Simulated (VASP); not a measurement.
# Rh (P6_3/mmc) in VASP: notebook

Rh is run at these levels: PBE; tasks: relaxation of cell and atoms.

Everything below comes from runs of VASP 6.6.1. Logs are shortened: lines on timing, memory, paths and dates and some standing lists are left out, and cuts for length are marked.

## (1) The cell of the first run

It takes space group P6_3/mmc (No. 194, hexagonal). The conventional cell has a = 2.689 Å, b = 2.689 Å, c = 8.763 Å, α = 90.00°, β = 90.00°, γ = 120.00°. Rh (site symmetry -3m) has 12 Rh at 2.69 Å within 3.5 Å. Rh (site symmetry -6m2) has 12 Rh at 2.69 Å within 3.5 Å.

This isn't the form of Rh at room conditions, which is fcc.

## (2) Relaxation of cell and atoms, PBE, target pressure 15 GPa, at which the enthalpy is minimised

File INCAR:

```
SYSTEM = Rh
PREC = Accurate ; ENCUT = 600
EDIFF = 1E-6 ; ISMEAR = -1
SIGMA = 0.15 ; LREAL = .False.
LASPH = .True. ; NELM = 60
ALGO = Fast ; ISIF = 3
LWAVE = .False. ; LCHARG = .False.
GGA = PE ; IBRION = 2
NSW = 80 ; EDIFFG = -0.001
PSTRESS = 150.0
```

File KPOINTS:

```
Automatic mesh
0
Gamma
  18 18 6
  0 0 0
```

File POSCAR:

```
Rh
1.0
    2.6886243914      0.0000000000      0.0000000000
   -1.3443121957      2.3284170242      0.0000000000
    0.0000000000      0.0000000000      8.7633668594
Rh
4
Direct
    0.0000000000      0.0000000000      0.0000000000
    0.3333333333      0.6666666667      0.2500000000
    0.0000000000      0.0000000000      0.5000000000
    0.6666666667      0.3333333333      0.7500000000
```

Potentials or basis: VASP PAW PBE potentials, release 64 (Rh_pv).

On the command line:

```console
cat potpaw_PBE.64/Rh_pv/POTCAR > POTCAR
mpirun -np 1 vasp_std > vasp.out
```

OUTCAR:

```text
SYSTEM = Rh
   PREC = Accurate
   ENCUT = 600
   EDIFF = 1E-6
   ISMEAR = -1
   LREAL = .False.
   LASPH = .True.
   NELM = 60
   ISIF = 3
   GGA = PE
   IBRION = 2
   NSW = 80
   EDIFFG = -0.001
   PSTRESS = 150.0

 ion  position               nearest neighbor table
   1  0.000  0.000  0.000-   2 2.69   4 2.69   4 2.69   2 2.69   4 2.69   2 2.69
   2  0.333  0.667  0.250-   1 2.69   3 2.69   1 2.69   3 2.69   1 2.69   3 2.69
   3  0.000  0.000  0.500-   2 2.69   4 2.69   4 2.69   2 2.69   4 2.69   2 2.69
   4  0.667  0.333  0.750-   1 2.69   3 2.69   1 2.69   3 2.69   1 2.69   3 2.69

  LATTYP: Found a hexagonal cell.
 ALAT       =     2.6886243914
 C/A-ratio  =     3.2594239967

  Lattice vectors:

 A1 = (   2.6886243914,   0.0000000000,   0.0000000000)
 A2 = (  -1.3443121957,   2.3284170242,   0.0000000000)
 A3 = (   0.0000000000,   0.0000000000,   8.7633668594)

Analysis of symmetry for initial positions (statically):
=====================================================================
 Subroutine PRICEL returns:
 Original cell was already a primitive cell.

 Routine SETGRP: Setting up the symmetry group for a
 hexagonal supercell.

 Subroutine GETGRP returns: Found 24 space group operations
 (whereof 12 operations were pure point group operations)
 out of a pool of 24 trial point group operations.

The static configuration has the point symmetry D_3d.
 The point group associated with its full space group is D_6h.

Analysis of symmetry for dynamics (positions and initial velocities):
=====================================================================
 Subroutine PRICEL returns:
 Original cell was already a primitive cell.

 Routine SETGRP: Setting up the symmetry group for a
 hexagonal supercell.

 Subroutine GETGRP returns: Found 24 space group operations
 (whereof 12 operations were pure point group operations)
 out of a pool of 24 trial point group operations.

The dynamic configuration has the point symmetry D_3d.
 The point group associated with its full space group is D_6h.

 Subroutine INISYM returns: Found 24 space group operations
 (whereof 12 operations are pure point group operations),
 and found     1 'primitive' translations

----------------------------------------------------------------------------------------

                                     Primitive cell

  volume of cell :      54.8608

  direct lattice vectors                    reciprocal lattice vectors
     2.688624391  0.000000000  0.000000000     0.371937413  0.214738165  0.000000000
    -1.344312196  2.328417024  0.000000000     0.000000000  0.429476331  0.000000000
     0.000000000  0.000000000  8.763366859     0.000000000  0.000000000  0.114111393

  length of vectors
     2.688624391  2.688624391  8.763366859     0.429476331  0.429476331  0.114111393

  position of ions in fractional coordinates (direct lattice)
     0.000000000  0.000000000  0.000000000
     0.333333333  0.666666667  0.250000000
     0.000000000  0.000000000  0.500000000
     0.666666667  0.333333333  0.750000000

  ion indices of the primitive-cell ions
   primitive index   ion index
                 1           1
                 2           2
                 3           3
                 4           4

----------------------------------------------------------------------------------------

 KPOINTS: Automatic mesh

Automatic generation of k-mesh.
 Grid dimensions read from file:
 generate k-points for:   18   18    6

 Generating k-lattice:

  Cartesian coordinates                     Fractional coordinates (reciprocal lattice)
     0.020663190  0.011929898  0.000000000     0.055555556 -0.000000000  0.000000000
     0.000000000  0.023859796  0.000000000     0.000000000  0.055555556  0.000000000
     0.000000000  0.000000000  0.019018566     0.000000000  0.000000000  0.166666667

  Length of vectors
     0.023859796  0.023859796  0.019018566

  Shift w.r.t. Gamma in fractional coordinates (k-lattice)
     0.000000000  0.000000000  0.000000000

 Subroutine IBZKPT returns following result:
 ===========================================

 Found    148 irreducible k-points:

 Following reciprocal coordinates:
            Coordinates               Weight
  0.000000  0.000000  0.000000      1.000000
  0.055556  0.000000  0.000000      6.000000
  0.111111  0.000000  0.000000      6.000000
  0.166667  0.000000  0.000000      6.000000
  0.222222 -0.000000  0.000000      6.000000
  0.277778  0.000000  0.000000      6.000000
[... 16 lines left out ...]
  0.333333  0.111111  0.000000     12.000000
  0.388889  0.111111  0.000000     12.000000
 [... further k-points ...]
   k-points           NKPTS =    148   k-points in BZ     NKDIM =    148   number of bands    NBANDS=     36
   number of dos      NEDOS =    301   number of ions     NIONS =      4
   total plane-waves  NPLWV =  40320
   dimension x,y,z NGX =    24 NGY =   24 NGZ =   70
   dimension x,y,z NGXF=    48 NGYF=   48 NGZF=  140
   ions per type =               4
   NGX,Y,Z   is equivalent  to a cutoff of  14.84, 14.84, 13.28 a.u.
   NGXF,Y,Z  is equivalent  to a cutoff of  29.68, 29.68, 26.56 a.u.
 SYSTEM =  Rh
   PREC   = accura    normal or accurate (medium, high low for compatibility)
   ISTART =      0    job   : 0-new  1-cont  2-samecut
   ICHARG =      2    charge: 1-file 2-atom 10-const
   ISPIN  =      1    spin polarized calculation?
   LNONCOLLINEAR =      F non collinear calculations
   LSORBIT =      F    spin-orbit coupling
   LASPH  =      T    aspherical Exc in radial PAW
   ENCUT  =  600.0 eV  44.10 Ry    6.64 a.u.   5.37  5.37 17.50*2*pi/ulx,y,z
   NELM   =     60;   NELMIN=  2; NELMDL= -5     # of ELM steps
   EDIFF  = 0.1E-05   stopping-criterion for ELM
   LREAL  =      F    real-space projection
   EDIFFG = -.1E-02   stopping-criterion for IOM
   NSW    =     80    number of steps for IOM
   IBRION =      2    ionic relax: 0-MD 1-quasi-New 2-CG
   NFREE  =      1    steps in history (QN), initial steepest desc. (CG)
   ISIF   =      3    stress and relaxation
   ISYM   =      2    0-nonsym 1-usesym 2-fastsym
   POTIM  = 0.5000    time-step for ionic-motion
   TEBEG  =    0.0;   TEEND  =   0.0 temperature during run
   PSTRESS=  150.0 pullay stress
   NELECT =      60.0000    total number of electrons
   NUPDOWN=      -1.0000    fix difference up-down
   EMIN   =  10.00;   EMAX   =-10.00  energy-range for DOS
   EFERMI =   0.00;   METHOD = LEGACY
   ISMEAR =    -1;   SIGMA  =   0.15  broadening in eV -4-tet -1-fermi 0-gaus
   EFERMI_NEDOS =   21; number of points for ismear=-14 and -15
   IALGO  =     68    algorithm
   IMIX   =      4    mixing-type and parameters
     AMIX     =   0.40;   BMIX     =  1.00
     AMIX_MAG =   1.60;   BMIX_MAG =  1.00
  volume/ion in A,a.u.               =      13.72        92.55
  Fermi-wavevector in a.u.,A,eV,Ry     =   1.686700  3.187402 38.708007  2.844958
  Thomas-Fermi vector in A             =   2.769318
   LORBIT       =      0    0 simple, 1 ext, 2 COOP (PROOUT), +10 PAW based schemes
   GGA     = PE    functional components
   LHFCALC =     F    Hartree Fock is set to
   AEXX    =    0.0000 exact exchange contribution
   IVDW    =     0    specifies the selected vdW correction
   LEPSILON=     F    determine dielectric tensor
   LRPA    =     F    only Hartree local field effects (RPA)
 conjugate gradient relaxation of ions
 non-spin polarized calculation
 RMM-DIIS sequential band-by-band and
  energy-cutoff  :      600.00
  volume of cell :       54.86
 maximum number of plane-waves:      1871
 NGX is ok and might be reduce to    24
   NGX = 11   NGY = 11   NGZ = 35

--------------------------------------- Ionic step        1  -------------------------------------------

 number of electron      59.9999980 magnetization

 Free energy of the ion-electron system (eV)
  ---------------------------------------------------
  ext. energy  EPLUGINS =         0.00000000
  ---------------------------------------------------
  free energy    TOTEN  =       -29.14360200 eV

  energy without entropy =      -28.71006065  energy(sigma->0) =      -28.92683133

------------------------ aborting loop because EDIFF is reached ----------------------------------------

  FORCE on cell =-STRESS in cart. coord.  units (eV):
  Direction    XX          YY          ZZ          XY          YZ          ZX
  --------------------------------------------------------------------------------------
  -------------------------------------------------------------------------------------
  Total        2.7273185      2.7273185      2.7253427     -0.0000000      0.0000000      0.0000000
  in kB       79.6497753     79.6497753     79.5920729     -0.0000000      0.0000000      0.0000000
  external PRESSURE =     -70.3694588 kB  Pullay stress =     150.0000000 kB
[... 103 lines left out ...]
  energy  without entropy=      -28.6409344243  energy(sigma->0) =      -28.84959755

  enthalpy is  TOTEN    =       -24.0355257884 eV   P V=        5.0227348814

[... ionic steps 4 to 30 ...]

--------------------------------------- Ionic step       31  -------------------------------------------

 number of electron      59.9999995 magnetization

------------------------ aborting loop because EDIFF is reached ----------------------------------------
[... 75 lines left out ...]
--------------------------------------- Ionic step       33  -------------------------------------------

 number of electron      59.9999995 magnetization

 Free energy of the ion-electron system (eV)
  ---------------------------------------------------
  ext. energy  EPLUGINS =         0.00000000
  ---------------------------------------------------
  free energy    TOTEN  =       -29.05517310 eV

  energy without entropy =      -28.63833117  energy(sigma->0) =      -28.84675213

 E-fermi :  12.3939     XC(G=0): -14.1946

 val. band max:       12.3928875973   @ k =   0.3889   0.1667   0.0000
 cond. band min:      12.3945271235   @ k =   0.2222  -0.0000   0.3333
 fundamental gap:      0.0016395262
 Fermi energy:        12.3939153723

 k-point     1 :       0.0000    0.0000    0.0000
  band No.  band energies     occupation
      1     -34.8329      2.00000
      2     -34.4438      2.00000
      3     -34.4349      2.00000
      4     -34.1416      2.00000
      5     -34.1416      2.00000
      6     -34.0914      2.00000
[... 925 lines left out ...]
     35      16.2976      0.00000
     36      19.1409      0.00000

 [... further k-points ...]

------------------------ aborting loop because EDIFF is reached ----------------------------------------

  FORCE on cell =-STRESS in cart. coord.  units (eV):
  Direction    XX          YY          ZZ          XY          YZ          ZX
  --------------------------------------------------------------------------------------
  -------------------------------------------------------------------------------------
  Total        5.0232850      5.0232850      5.0164776     -0.0000000      0.0000000     -0.0000000
  in kB      150.1093940    150.1093940    149.9059716     -0.0000000      0.0000000     -0.0000000
  external PRESSURE =       0.0415865 kB  Pullay stress =     150.0000000 kB
[... 23 lines left out ...]
  energy  without entropy=      -28.6383311659  energy(sigma->0) =      -28.84675213

  enthalpy is  TOTEN    =       -24.0355488756 eV   P V=        5.0196242215

 reached required accuracy - stopping structural energy minimisation
```

Run time: 24 min. Hardware: 1 thread of Intel Xeon 6975P-C (Granite Rapids), shared host; peak memory 0.4 GiB.

Results:

```yaml
Free_energy: -29.0552 eV
Relaxed_volume: 13.40 Å³/atom
Relaxed_cell: a = 2.668 Å, b = 2.668 Å, c = 8.698 Å, α = 90.00°, β = 90.00°, γ = 120.00°
Space_group_after_relaxing_to_0.1_Å: P6_3/mmc (No. 194)
Energy_change_on_relaxing_the_run_minimises_the_enthalpy: +22.1 meV/atom
Ionic_steps: 33
Pressure_after_relaxing: 15.0 GPa
Band_gap_on_the_k_mesh: zero (bands 30 and 31 overlap by 2.08 eV)
```

Step by step:
| step | energy change (eV) | largest force (eV/Å) | pressure (GPa) | volume (Å³) |
| --- | --- | --- | --- | --- |
| 1 | 0.0000 | 0.0000 | 7.96 | 54.86 |
| 2 | 0.6565 | 0.0000 | 40.11 | 50.22 |
| 3 | 0.0853 | 0.0000 | 14.81 | 53.65 |
| 4 | 0.0879 | 0.0000 | 14.86 | 53.62 |
| 5 | 0.0958 | 0.0000 | 15.47 | 53.54 |
| 6 | 0.0902 | 0.0000 | 15.15 | 53.60 |
| 7 | 0.0827 | 0.0000 | 14.64 | 53.68 |
| 8 | 0.0883 | 0.0000 | 14.84 | 53.62 |
| 9 | 0.0892 | 0.0000 | 15.06 | 53.61 |
| 10 | 0.0889 | 0.0000 | 15.02 | 53.61 |
| 11 | 0.0887 | 0.0000 | 15.03 | 53.61 |
| 12 | 0.0885 | 0.0000 | 15.00 | 53.61 |
| 13 | 0.0884 | 0.0000 | 15.01 | 53.62 |
| 14 | 0.0884 | 0.0000 | 15.01 | 53.62 |
| 15 | 0.0883 | 0.0000 | 15.01 | 53.62 |
| 16 | 0.0884 | 0.0000 | 15.00 | 53.62 |
| 17 | 0.0886 | 0.0000 | 15.02 | 53.61 |
| 18 | 0.0885 | 0.0000 | 15.00 | 53.62 |
| 19 | 0.0884 | 0.0000 | 15.00 | 53.62 |
| 20 | 0.0884 | 0.0000 | 15.00 | 53.62 |
| 21 | 0.0884 | 0.0000 | 15.00 | 53.62 |
| 22 | 0.0884 | 0.0000 | 15.00 | 53.62 |
| 23 | 0.0882 | 0.0000 | 14.99 | 53.62 |
| 24 | 0.0878 | 0.0000 | 14.97 | 53.62 |
| 25 | 0.0882 | 0.0000 | 15.00 | 53.62 |
| 26 | 0.0882 | 0.0000 | 14.99 | 53.62 |
| 27 | 0.0882 | 0.0000 | 14.99 | 53.62 |
| 28 | 0.0884 | 0.0000 | 15.01 | 53.62 |
| 29 | 0.0889 | 0.0000 | 15.02 | 53.61 |
| 30 | 0.0886 | 0.0000 | 15.01 | 53.61 |
| 31 | 0.0885 | 0.0000 | 15.01 | 53.61 |
| 32 | 0.0884 | 0.0000 | 15.01 | 53.62 |
| 33 | 0.0884 | 0.0000 | 15.00 | 53.62 |

Final structure:
```
CELL_PARAMETERS angstrom
2.66796 0.00000 0.00000
-1.33398 2.31052 0.00000
0.00000 0.00000 8.69766
ATOMIC_POSITIONS crystal
Rh 0.00000 0.00000 0.00000
Rh 0.33333 0.66667 0.25000
Rh 0.00000 0.00000 0.50000
Rh 0.66667 0.33333 0.75000
```

Caveat: the cell is relaxed towards a set pressure, so the run minimises the enthalpy, not the energy; the highest band is partly filled, so the run has too few bands.

(Continued in part 2 of 2.)
